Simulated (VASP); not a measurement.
# V2O5 (Pmmn) in VASP: further runs

Runs on V2O5. Level: rev-vdW-DF2. Tasks: relaxation of cell and atoms.

Program: VASP 6.6.1. These are calculated values, not measurements. Logs are shortened: lines on timing, memory, paths and dates and some standing lists are left out, and cuts for length are marked.

**1. The cell of the first run**

The structure is orthorhombic, space group Pmmn (No. 59). Conventional cell: a = 3.564 Å, b = 11.512 Å, c = 4.368 Å, α = 90.00°, β = 90.00°, γ = 90.00°. Within 2.1 Å of V (site symmetry m) lie 5 O at 1.58 to 2.02 Å. Within 2.1 Å of O (site symmetry m) lie 1 V at 1.58 Å. Within 2.5 Å of O (site symmetry m) lie 3 V at 1.88 to 2.02 Å and 2 O at 2.39 Å. Within 2.4 Å of O (site symmetry mm2) lie 2 V at 1.78 Å.

**2. Relaxation of cell and atoms, rev-vdW-DF2**

Contents of INCAR:

```
SYSTEM = V2O5
PREC = Accurate
ENCUT = 600
EDIFF = 1E-6
ISMEAR = 0
SIGMA = 0.03
LREAL = .False.
LASPH = .True.
NELM = 80
ALGO = Normal
ISIF = 3
LWAVE = .False.
LCHARG = .False.
GGA = MK
LUSE_VDW = .True.
AGGAC = 0.0
PARAM1 = 0.1234
PARAM2 = 0.711357
ZAB_VDW = -1.8867
IBRION = 2
NSW = 90
EDIFFG = -0.01
KPAR = 4
```

Contents of KPOINTS:

```
Automatic mesh
0
Gamma
  8 4 6
  0 0 0
```

Contents of POSCAR:

```
V2O5
1.0
    3.5640000000      0.0000000000      0.0000000000
    0.0000000000     11.5120000000      0.0000000000
    0.0000000000      0.0000000000      4.3680000000
V O
4 10
Direct
    0.0000000000      0.8511800000      0.1083000000
    0.0000000000      0.1488200000      0.1083000000
    0.5000000000      0.3511800000      0.8917000000
    0.5000000000      0.6488200000      0.8917000000
    0.0000000000      0.8543000000      0.4690000000
    0.0000000000      0.1457000000      0.4690000000
    0.5000000000      0.3543000000      0.5310000000
    0.5000000000      0.6457000000      0.5310000000
    0.0000000000      0.6811000000      0.9970000000
    0.0000000000      0.3189000000      0.9970000000
    0.5000000000      0.1811000000      0.0030000000
    0.5000000000      0.8189000000      0.0030000000
    0.0000000000      0.0000000000      0.9990000000
    0.5000000000      0.5000000000      0.0010000000
```

Potentials or basis: VASP PAW PBE potentials, release 64 (V_sv, O).

Started as:

```sh
> cat potpaw_PBE.64/V_sv/POTCAR potpaw_PBE.64/O/POTCAR > POTCAR
> mpirun -np 4 vasp_std > vasp.out
```

OUTCAR:

```text
SYSTEM = V2O5
   PREC = Accurate
   ENCUT = 600
   EDIFF = 1E-6
   ISMEAR = 0
   LREAL = .False.
   LASPH = .True.
   NELM = 80
   ISIF = 3
   GGA = MK
   IBRION = 2
   NSW = 90
   EDIFFG = -0.01

 ion  position               nearest neighbor table
   1  0.000  0.851  0.108-   5 1.58  13 1.78  12 1.88  12 1.88   9 2.02
   2  0.000  0.149  0.108-   6 1.58  13 1.78  11 1.88  11 1.88  10 2.02
   3  0.500  0.351  0.892-   7 1.58  14 1.78  10 1.88  10 1.88  11 2.02
   4  0.500  0.649  0.892-   8 1.58  14 1.78   9 1.88   9 1.88  12 2.02
   5  0.000  0.854  0.469-   1 1.58
   6  0.000  0.146  0.469-   2 1.58
   7  0.500  0.354  0.531-   3 1.58
   8  0.500  0.646  0.531-   4 1.58
   9  0.000  0.681  0.997-   4 1.88   4 1.88   1 2.02
  10  0.000  0.319  0.997-   3 1.88   3 1.88   2 2.02
  11  0.500  0.181  0.003-   2 1.88   2 1.88   3 2.02
  12  0.500  0.819  0.003-   1 1.88   1 1.88   4 2.02
  13  0.000  0.000  0.999-   1 1.78   2 1.78
  14  0.500  0.500  0.001-   3 1.78   4 1.78

  LATTYP: Found a simple orthorhombic cell.
 ALAT       =     3.5640000000
 B/A-ratio  =     1.2255892256
 C/A-ratio  =     3.2300785634

  Lattice vectors:

 A1 = (  -3.5640000000,   0.0000000000,   0.0000000000)
 A2 = (   0.0000000000,   0.0000000000,   4.3680000000)
 A3 = (   0.0000000000,  11.5120000000,   0.0000000000)

Analysis of symmetry for initial positions (statically):
=====================================================================
 Subroutine PRICEL returns:
 Original cell was already a primitive cell.

 Routine SETGRP: Setting up the symmetry group for a
 simple orthorhombic supercell.

 Subroutine GETGRP returns: Found  8 space group operations
 (whereof  4 operations were pure point group operations)
 out of a pool of  8 trial point group operations.

The static configuration has the point symmetry C_2v.
 The point group associated with its full space group is D_2h.

Analysis of symmetry for dynamics (positions and initial velocities):
=====================================================================
 Subroutine PRICEL returns:
 Original cell was already a primitive cell.

 Routine SETGRP: Setting up the symmetry group for a
 simple orthorhombic supercell.

 Subroutine GETGRP returns: Found  8 space group operations
 (whereof  4 operations were pure point group operations)
 out of a pool of  8 trial point group operations.

The dynamic configuration has the point symmetry C_2v.
 The point group associated with its full space group is D_2h.

 Subroutine INISYM returns: Found  8 space group operations
 (whereof  4 operations are pure point group operations),
 and found     1 'primitive' translations

----------------------------------------------------------------------------------------

                                     Primitive cell

  volume of cell :     179.2137

  direct lattice vectors                    reciprocal lattice vectors
     3.564000000  0.000000000  0.000000000     0.280583614  0.000000000  0.000000000
     0.000000000 11.512000000  0.000000000     0.000000000  0.086865879  0.000000000
     0.000000000  0.000000000  4.368000000     0.000000000  0.000000000  0.228937729

  length of vectors
     3.564000000 11.512000000  4.368000000     0.280583614  0.086865879  0.228937729

  position of ions in fractional coordinates (direct lattice)
     0.000000000  0.851180000  0.108300000
     0.000000000  0.148820000  0.108300000
     0.500000000  0.351180000  0.891700000
     0.500000000  0.648820000  0.891700000
     0.000000000  0.854300000  0.469000000
     0.000000000  0.145700000  0.469000000
     0.500000000  0.354300000  0.531000000
     0.500000000  0.645700000  0.531000000
     0.000000000  0.681100000  0.997000000
     0.000000000  0.318900000  0.997000000
     0.500000000  0.181100000  0.003000000
     0.500000000  0.818900000  0.003000000
     0.000000000  0.000000000  0.999000000
     0.500000000  0.500000000  0.001000000

  ion indices of the primitive-cell ions
   primitive index   ion index
                 1           1
                 2           2
                 3           3
                 4           4
                 5           5
                 6           6
                 7           7
                 8           8
                 9           9
                10          10
                11          11
                12          12
                13          13
                14          14

----------------------------------------------------------------------------------------

 KPOINTS: Automatic mesh

Automatic generation of k-mesh.
 Grid dimensions read from file:
 generate k-points for:    8    4    6

 Generating k-lattice:

  Cartesian coordinates                     Fractional coordinates (reciprocal lattice)
     0.035072952  0.000000000  0.000000000     0.125000000  0.000000000  0.000000000
     0.000000000  0.021716470  0.000000000     0.000000000  0.250000000  0.000000000
     0.000000000  0.000000000  0.038156288     0.000000000  0.000000000  0.166666667

  Length of vectors
     0.035072952  0.021716470  0.038156288

  Shift w.r.t. Gamma in fractional coordinates (k-lattice)
     0.000000000  0.000000000  0.000000000

 Subroutine IBZKPT returns following result:
 ===========================================

 Found     60 irreducible k-points:

 Following reciprocal coordinates:
            Coordinates               Weight
  0.000000  0.000000  0.000000      1.000000
  0.125000  0.000000  0.000000      2.000000
  0.250000  0.000000  0.000000      2.000000
  0.375000  0.000000  0.000000      2.000000
  0.500000  0.000000  0.000000      1.000000
  0.000000  0.250000  0.000000      2.000000
[... 16 lines left out ...]
  0.250000  0.250000  0.166667      8.000000
  0.375000  0.250000  0.166667      8.000000
 [... further k-points ...]
   k-points           NKPTS =     60   k-points in BZ     NKDIM =     60   number of bands    NBANDS=     67
   number of dos      NEDOS =    301   number of ions     NIONS =     14
   total plane-waves  NPLWV =  96768
   dimension x,y,z NGX =    28 NGY =   96 NGZ =   36
   dimension x,y,z NGXF=    56 NGYF=  192 NGZF=   72
   ions per type =               4  10
   NGX,Y,Z   is equivalent  to a cutoff of  13.06, 13.86, 13.70 a.u.
   NGXF,Y,Z  is equivalent  to a cutoff of  26.12, 27.73, 27.40 a.u.
 SYSTEM =  V2O5
   PREC   = accura    normal or accurate (medium, high low for compatibility)
   ISTART =      0    job   : 0-new  1-cont  2-samecut
   ICHARG =      2    charge: 1-file 2-atom 10-const
   ISPIN  =      1    spin polarized calculation?
   LNONCOLLINEAR =      F non collinear calculations
   LSORBIT =      F    spin-orbit coupling
   LASPH  =      T    aspherical Exc in radial PAW
   ENCUT  =  600.0 eV  44.10 Ry    6.64 a.u.   7.12 22.99  8.72*2*pi/ulx,y,z
   NELM   =     80;   NELMIN=  2; NELMDL= -5     # of ELM steps
   EDIFF  = 0.1E-05   stopping-criterion for ELM
   LREAL  =      F    real-space projection
   EDIFFG = -.1E-01   stopping-criterion for IOM
   NSW    =     90    number of steps for IOM
   IBRION =      2    ionic relax: 0-MD 1-quasi-New 2-CG
   NFREE  =      1    steps in history (QN), initial steepest desc. (CG)
   ISIF   =      3    stress and relaxation
   ISYM   =      2    0-nonsym 1-usesym 2-fastsym
   POTIM  = 0.5000    time-step for ionic-motion
   TEBEG  =    0.0;   TEEND  =   0.0 temperature during run
   PSTRESS=    0.0 pullay stress
   NELECT =     112.0000    total number of electrons
   NUPDOWN=      -1.0000    fix difference up-down
   EMIN   =  10.00;   EMAX   =-10.00  energy-range for DOS
   EFERMI =   0.00;   METHOD = LEGACY
   ISMEAR =     0;   SIGMA  =   0.03  broadening in eV -4-tet -1-fermi 0-gaus
   EFERMI_NEDOS =   21; number of points for ismear=-14 and -15
   IALGO  =     38    algorithm
   IMIX   =      4    mixing-type and parameters
     AMIX     =   0.40;   BMIX     =  1.00
     AMIX_MAG =   1.60;   BMIX_MAG =  1.00
  volume/ion in A,a.u.               =      12.80        86.39
  Fermi-wavevector in a.u.,A,eV,Ry     =   1.399664  2.644982 26.654621  1.959059
  Thomas-Fermi vector in A             =   2.522701
   LORBIT       =      0    0 simple, 1 ext, 2 COOP (PROOUT), +10 PAW based schemes
   GGA     = MK    functional components
   LHFCALC =     F    Hartree Fock is set to
   AEXX    =    0.0000 exact exchange contribution
   IVDW_NL    =     1    kernel type
   BPARAM     = 6.3000
   IVDW    =     0    specifies the selected vdW correction
   LEPSILON=     F    determine dielectric tensor
   LRPA    =     F    only Hartree local field effects (RPA)
 conjugate gradient relaxation of ions
 non-spin polarized calculation
 Gauss-broadening in eV      SIGMA  =   0.03
  energy-cutoff  :      600.00
  volume of cell :      179.21
 maximum number of plane-waves:      6024
   NGX = 15   NGY = 45   NGZ = 17

--------------------------------------- Ionic step        1  -------------------------------------------

 number of electron     112.0000015 magnetization

 Free energy of the ion-electron system (eV)
  ---------------------------------------------------
  ext. energy  EPLUGINS =         0.00000000
  ---------------------------------------------------
  free energy    TOTEN  =       -93.20227865 eV

  energy without entropy =      -93.20227865  energy(sigma->0) =      -93.20227865

------------------------ aborting loop because EDIFF is reached ----------------------------------------

  FORCE on cell =-STRESS in cart. coord.  units (eV):
  Direction    XX          YY          ZZ          XY          YZ          ZX
  --------------------------------------------------------------------------------------
  -------------------------------------------------------------------------------------
  Total        0.7382305      2.1896559      6.7230038      0.0000000      0.0000000      0.0000000
  in kB        6.5998102     19.5756124     60.1039246      0.0000000      0.0000000      0.0000000
  external PRESSURE =      28.7597824 kB  Pullay stress =       0.0000000 kB
[... 37 lines left out ...]
--------------------------------------- Ionic step        2  -------------------------------------------

 number of electron     112.0000021 magnetization

 E-fermi :   0.7749     XC(G=0):  -9.9269

 val. band max:        0.5411652940   @ k =   0.0000   0.0000   0.5000
 cond. band min:       1.9284589323   @ k =   0.0000   0.0000   0.0000
 fundamental gap:      1.3872936382
 Fermi energy:         0.7749244541

 k-point     1 :       0.0000    0.0000    0.0000
  band No.  band energies     occupation
      1     -63.6473      2.00000
      2     -63.6455      2.00000
      3     -63.6340      2.00000
      4     -63.6322      2.00000
      5     -37.7549      2.00000
      6     -37.7072      2.00000
[... 1669 lines left out ...]
     66       3.9058      0.00000
     67       4.0353      0.00000

 [... further k-points ...]

------------------------ aborting loop because EDIFF is reached ----------------------------------------

  FORCE on cell =-STRESS in cart. coord.  units (eV):
  Direction    XX          YY          ZZ          XY          YZ          ZX
  --------------------------------------------------------------------------------------
  -------------------------------------------------------------------------------------
  Total       -1.2398961     -0.8783142    -29.3724654      0.0000000      0.0000000      0.0000000
  in kB      -10.7253219     -7.5975739   -254.0770516      0.0000000      0.0000000      0.0000000
  external PRESSURE =     -90.7999825 kB  Pullay stress =       0.0000000 kB
[... 83 lines left out ...]
  energy  without entropy=      -93.2435295002  energy(sigma->0) =      -93.24352950

Total vdW correction in eV:     20.2561854

[... ionic steps 4 to 34 ...]

--------------------------------------- Ionic step       35  -------------------------------------------

 number of electron     111.9999986 magnetization

------------------------ aborting loop because EDIFF is reached ----------------------------------------
[... 95 lines left out ...]
--------------------------------------- Ionic step       37  -------------------------------------------

 number of electron     111.9999986 magnetization

 Free energy of the ion-electron system (eV)
  ---------------------------------------------------
  ext. energy  EPLUGINS =         0.00000000
  ---------------------------------------------------
  free energy    TOTEN  =       -93.26993148 eV

  energy without entropy =      -93.26993148  energy(sigma->0) =      -93.26993148

 E-fermi :   1.3201     XC(G=0): -10.1672

 val. band max:        0.9930395173   @ k =   0.5000   0.0000   0.5000
 cond. band min:       2.5922600846   @ k =   0.0000   0.0000   0.0000
 fundamental gap:      1.5992205674
 Fermi energy:         1.3200547805

 k-point     1 :       0.0000    0.0000    0.0000
  band No.  band energies     occupation
      1     -63.0185      2.00000
      2     -63.0167      2.00000
      3     -63.0071      2.00000
      4     -63.0053      2.00000
      5     -37.1210      2.00000
      6     -37.1175      2.00000
[... 1669 lines left out ...]
     66       4.7307      0.00000
     67       4.8469      0.00000

 [... further k-points ...]

------------------------ aborting loop because EDIFF is reached ----------------------------------------

  FORCE on cell =-STRESS in cart. coord.  units (eV):
  Direction    XX          YY          ZZ          XY          YZ          ZX
  --------------------------------------------------------------------------------------
  -------------------------------------------------------------------------------------
  Total       -0.0257469     -0.0452604      0.0682228      0.0000000      0.0000000      0.0000000
  in kB       -0.2343554     -0.4119734      0.6209840      0.0000000      0.0000000      0.0000000
  external PRESSURE =      -0.0084482 kB  Pullay stress =       0.0000000 kB
[... 33 lines left out ...]
  energy  without entropy=      -93.2699314810  energy(sigma->0) =      -93.26993148

Total vdW correction in eV:     20.1452929

 reached required accuracy - stopping structural energy minimisation
```

Wall time 1.5 h (4 MPI ranks of Intel Xeon 6975P-C (Granite Rapids), shared host); peak memory 1.2 GiB.

Results:

```
Free energy                           : -93.2699 eV
Relaxed volume                        : 12.57 Å³/atom
Relaxed cell                          : a = 3.552 Å, b = 11.686 Å, c = 4.241 Å, α = 90.00°, β = 90.00°, γ = 90.00°
Space group after relaxing (to 0.1 Å) : Pmmn (No. 59)
Energy gained by relaxing             : 4.8 meV/atom
Ionic steps                           : 37
Pressure after relaxing               : 0.0 GPa
Largest force after relaxing          : 0.007 eV/Å
Band gap on the k mesh                : 1.60 eV (least direct gap 1.92 eV)
```

Forces on the atoms (eV/Å):
```
V    0.000  0.005  0.003
V    0.000 -0.005  0.003
V    0.000  0.005 -0.003
V    0.000 -0.005 -0.003
O    0.000 -0.006  0.001
O    0.000  0.006  0.001
O    0.000 -0.006 -0.001
O    0.000  0.006 -0.001
O    0.000 -0.002 -0.002
O    0.000  0.002 -0.002
O    0.000 -0.002  0.002
O    0.000  0.002  0.002
O    0.000  0.000  0.007
O    0.000  0.000 -0.007
```

Stress tensor (GPa, compression positive):
```
-0.02  0.00  0.00
 0.00 -0.04  0.00
 0.00  0.00  0.06
```

Step by step:
| step | energy change (eV) | largest force (eV/Å) | pressure (GPa) | volume (Å³) |
| --- | --- | --- | --- | --- |
| 1 | 0.0000 | 1.0974 | 2.88 | 179.21 |
| 2 | 0.9843 | 3.9997 | -9.08 | 185.22 |
| 3 | -0.0413 | 0.2608 | 0.39 | 180.13 |
| 4 | -0.0416 | 0.1859 | 0.57 | 180.06 |
| 5 | -0.0416 | 0.1699 | 0.62 | 180.04 |
| 6 | -0.0474 | 0.0865 | -0.68 | 181.24 |
| 7 | -0.0478 | 0.0825 | -0.42 | 181.00 |
| 8 | -0.0514 | 0.0605 | -0.30 | 180.66 |
| 9 | -0.0530 | 0.1946 | -0.04 | 180.01 |
| 10 | -0.0533 | 0.1460 | -0.11 | 180.18 |
| 11 | -0.0554 | 0.0689 | -0.04 | 179.86 |
| 12 | -0.0559 | 0.0947 | 0.04 | 179.57 |
| 13 | -0.0577 | 0.0785 | -0.04 | 179.36 |
| 14 | -0.0600 | 0.1251 | -0.26 | 178.72 |
| 15 | -0.0609 | 0.0669 | -0.17 | 178.58 |
| 16 | -0.0616 | 0.0760 | 0.04 | 178.27 |
| 17 | -0.0616 | 0.0742 | 0.00 | 178.30 |
| 18 | -0.0619 | 0.0711 | 0.01 | 178.25 |
| 19 | -0.0626 | 0.0621 | -0.02 | 178.12 |
| 20 | -0.0636 | 0.0450 | -0.09 | 177.86 |
| 21 | -0.0641 | 0.0913 | -0.22 | 177.33 |
| 22 | -0.0645 | 0.0688 | -0.14 | 177.16 |
| 23 | -0.0646 | 0.0773 | -0.04 | 176.94 |
| 24 | -0.0650 | 0.0638 | -0.06 | 176.85 |
| 25 | -0.0654 | 0.0682 | -0.11 | 176.66 |
| 26 | -0.0658 | 0.0567 | -0.04 | 176.54 |
| 27 | -0.0665 | 0.0601 | 0.19 | 176.18 |
| 28 | -0.0665 | 0.0748 | 0.27 | 176.05 |
| 29 | -0.0669 | 0.0513 | 0.24 | 175.98 |
| 30 | -0.0673 | 0.0225 | 0.15 | 175.81 |
| 31 | -0.0674 | 0.0161 | 0.11 | 175.85 |
| 32 | -0.0674 | 0.0269 | 0.07 | 175.91 |
| 33 | -0.0675 | 0.0217 | 0.00 | 175.96 |
| 34 | -0.0675 | 0.0223 | -0.05 | 175.99 |
| 35 | -0.0675 | 0.0208 | -0.06 | 176.01 |
| 36 | -0.0676 | 0.0164 | -0.08 | 176.06 |
| 37 | -0.0677 | 0.0073 | 0.00 | 176.02 |

Final structure:
```xyz
14
Lattice="3.5517 0.0000 0.0000 0.0000 11.6863 0.0000 0.0000 0.0000 4.2408" Properties=species:S:1:pos:R:3 pbc="T T T"
V     0.0000    9.9590    0.4621
V     0.0000    1.7273    0.4621
V     1.7759    4.1158    3.7786
V     1.7759    7.5704    3.7786
O     0.0000    9.9792    2.0616
O     0.0000    1.7071    2.0616
O     1.7759    4.1360    2.1792
O     1.7759    7.5502    2.1792
O     0.0000    7.9661    4.2293
O     0.0000    3.7202    4.2293
O     1.7759    2.1229    0.0115
O     1.7759    9.5633    0.0115
O     0.0000    0.0000    0.0236
O     1.7759    5.8431    4.2171
```

Caveat: the PAW data sets were made with another functional, which shifts forces and pressure a little.

(Part 1 of 2 ends here.)
